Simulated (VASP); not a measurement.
Runs of VASP 6.6.1 on AlRu. The structure is that of space group Pm-3m (No. 221), or close to it. The cells are those of the table. 

```csv
task,cell,k mesh,cutoff (eV),smearing,k mesh for the DOS,occupations for the DOS,gap on the mesh (eV),pressure (GPa)
single point,"a = 3.006 Å, 2 atoms",14 × 14 × 14,520,gaussian 0.1 eV,-,-,none,-6.1
single point,"a = 2.884 Å, 2 atoms",14 × 14 × 14,520,gaussian 0.1 eV,-,-,none,25.6
single point,"a = 2.916 Å, 2 atoms",14 × 14 × 14,520,gaussian 0.1 eV,-,-,none,15.7
single point,"a = 2.992 Å, 2 atoms",14 × 14 × 14,520,gaussian 0.1 eV,-,-,none,-3.2
single point,"a = 2.946 Å, 2 atoms",14 × 14 × 14,520,gaussian 0.1 eV,-,-,none,7.2
single point,"a = 2.976 Å, 2 atoms",12 × 12 × 12,520,gaussian 0.15 eV,-,-,none,(a)
single point,"a = 2.976 Å, 2 atoms",14 × 14 × 14,520,gaussian 0.1 eV,-,-,none,0.0
single point,"a = 2.992 Å, 2 atoms",6 × 6 × 6,500,gaussian 0.1 eV,-,-,none,-3.3
single point,"a = 2.852 Å, 2 atoms",14 × 14 × 14,520,gaussian 0.1 eV,-,-,none,(b)
single point,"a = 3.035 Å, 2 atoms",14 × 14 × 14,520,gaussian 0.1 eV,-,-,none,-11.2
```

Alike in all rows: level PBEsol; potentials or basis VASP PAW PBE potentials, release 64 (Al, Ru_pv); no spin polarisation.

Fill in the values left out.

(a) -0.1; (b) 37.3.

Caveats: the PAW data sets were made with another functional, which shifts forces and pressure a little.

A k mesh can miss the band edges, and the runs leave out spin-orbit coupling on Ru.

A gap of «none» marks levels without a gap at the run's occupations.
